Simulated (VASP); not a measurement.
Runs of VASP 6.6.1 on GaSb. The structure is that of space group F-43m (No. 216), or close to it. The cells are those of the table. 

```tsv
task	cell	cutoff (eV)	gap on the mesh (eV)	pressure (GPa)
single point	a = 4.336 Å, angles 60.0°, 2 atoms	520	(c)	0.1
single point	a = 4.421 Å, angles 60.0°, 2 atoms	520	none	-2.6
relaxation of cell and atoms	relaxed from a = 4.326 Å, angles 60.0°, 2 atoms	600	0.39	0.0
single point	a = 4.248 Å, angles 60.0°, 2 atoms	520	(a)	3.9
single point	a = 4.379 Å, angles 60.0°, 2 atoms	520	0.17	(b)
```

Alike in all rows: level r2SCAN; potentials or basis VASP PAW PBE potentials, release 64 (Ga_d, Sb); no spin polarisation; k mesh 10 × 10 × 10; smearing gaussian 0.02 eV.

Task: Fill in the values left out.

Result: (a) 0.81; (b) -1.4; (c) 0.40.

Caveats: the PAW data sets were made with another functional, which shifts forces and pressure a little; spin-orbit coupling is left out, which moves the levels of the heavy elements.

A k mesh can miss the band edges, and the runs leave out spin-orbit coupling on Ga, Sb.

A gap of «none» marks levels without a gap at the run's occupations.
